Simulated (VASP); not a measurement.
Set up this calculation in VASP 6.6.1, as the native input.

```yaml
Task: single point
Functional: PBE
Potentials_or_basis: VASP PAW PBE potentials, release 64 (Ru_pv, Pb_d)
Cutoff: 520 eV
k_mesh: 6 × 6 × 6
Occupations: gaussian, width 0.1 eV
Spin: no spin polarisation
Dipole_correction: no
Further_INCAR_settings: ALGO = Normal; EDIFF = 1e-07; NBANDS = 28
```

The structure of RuPb2 lies in POSCAR:

```
RuPb2
1.0
   -1.9433416041      1.9433416041      4.7672598725
    1.9433416041     -1.9433416041      4.7672598725
    1.9433416041      1.9433416041     -4.7672598725
Ru Pb
1 2
Direct
    0.0000000000      0.0000000000      0.0000000000
    0.6650000000      0.6650000000      0.0000000000
    0.3350000000      0.3350000000      0.0000000000
```

One way to write it, as run:

INCAR

```
  ALGO = Normal
  EDIFF = 1E-7
  ENCUT = 520
  GGA = PE
  ISIF = 2
  ISMEAR = 0
  LASPH = True
  LCHARG = False
  LREAL = False
  LWAVE = False
  NBANDS = 28
  NELM = 80
  PREC = Accurate
  SIGMA = 0.1
```

KPOINTS

```
k-points
0
Gamma
  6 6 6
```

Potentials or basis: VASP PAW PBE potentials, release 64 (Ru_pv, Pb_d).

The run is started by

```console
$ cat potpaw_PBE.64/Ru_pv/POTCAR potpaw_PBE.64/Pb_d/POTCAR > POTCAR
$ mpirun -np 1 vasp_std > vasp.out
```

Results of the run:

```yaml
Pressure: -4.3 GPa
Largest_force: 0.876 eV/Å
Band_gap_on_the_k_mesh: zero (band 21 reaches 9.42 eV, above the bottom of band 22 at 8.00 eV)
```

Caveat: the k points lie up to 0.38 Å⁻¹ apart; spin-orbit coupling is left out, which moves the levels of the heavy elements.

Wall time 2.8 min on 1 thread of AMD EPYC 7R43 64-Core Processor (Zen 3), on a shared host, peak memory 0.24 GiB.
